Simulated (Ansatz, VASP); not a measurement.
# One calculation of BaZrO3, two programs

```
CELL_PARAMETERS angstrom
4.19134 0.00000 0.00000
0.00000 4.19134 0.00000
0.00000 0.00000 4.19134
ATOMIC_POSITIONS crystal
Ba 0.00000 0.00000 0.00000
Zr 0.50000 0.50000 0.50000
O 0.50000 0.50000 0.00000
O 0.50000 0.00000 0.50000
O 0.00000 0.50000 0.50000
```

Alike in both runs: functional PBE; k mesh 5 × 5 × 5; occupations fermi-dirac, width 0.05 eV; non-collinear spin, spin-orbit coupling.

```csv
,VASP,Ansatz
version,VASP 6.6.1,Ansatz 0.2.0
potentials or method,"VASP PAW PBE potentials, release 64 (Ba_sv, Zr_sv, O)",Ansatz PAW
plane-wave cutoff (eV),520,420
valence electrons in the cell,40,40
task,single point,band structure
```

```tsv
	VASP	Ansatz	Ansatz less VASP
pressure (GPa)	5.1	4.0	-1.06
net moment per atom (μB)	0.00	0.00	0.000
```

With one functional, cell and mesh, what is left measures potentials, basis and numerics.

Noted on Ansatz's run: the k mesh misses the band edges, so the gap on the mesh is wider than the one along the path.
